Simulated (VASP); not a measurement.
Write the native input for VASP 6.6.1 that does the following.

```
Task                   : single point
Functional             : RPBE
Potentials or basis    : VASP PAW PBE potentials, release 64 (B)
Cutoff                 : 520 eV
k mesh                 : 15 × 15 × 15
Occupations            : fermi-dirac, width 0.1 eV
Spin                   : no spin polarisation
Dipole correction      : no
Further INCAR settings : ALGO = Normal; EDIFF = 1e-06; NBANDS = 10
```

The structure of B lies in POSCAR:

```
B
1.0
    0.0000000000      1.9535552908      1.9535552908
    1.9535552908      0.0000000000      1.9535552908
    1.9535552908      1.9535552908      0.0000000000
B
2
Direct
    0.1250000000      0.1250000000      0.1250000000
    0.8750000000      0.8750000000      0.8750000000
```

This cell differs from its parent crystal: volume scaled by 0.88.

These files were run (other wordings do the same):

INCAR

```
ALGO = Normal ; EDIFF = 1E-6
ENCUT = 520 ; GGA = RP
ISIF = 2 ; ISMEAR = -1
LASPH = T ; LCHARG = T
LELF = T ; LREAL = F
LVHAR = T ; LWAVE = F
NBANDS = 10 ; NELM = 80
PREC = Accurate ; SIGMA = 0.1
```

KPOINTS

```
k-points
0
Gamma
  15 15 15
```

Potentials or basis: VASP PAW PBE potentials, release 64 (B).

The run is started by

```sh
$ cat potpaw_PBE.64/B/POTCAR > POTCAR
$ mpirun -np 1 vasp_std > vasp.out
```

It gave:

The pressure is 27.1 GPa and the band gap on the k mesh is zero (band 3 reaches 9.17 eV, above the bottom of band 4 at 1.73 eV).

Caveat: the PAW data sets were made with another functional, which shifts forces and pressure a little.

Wall time 13 s on 1 thread of AMD EPYC 7R13 Processor (Zen 3), with other jobs on the host, peak memory 0.11 GiB.
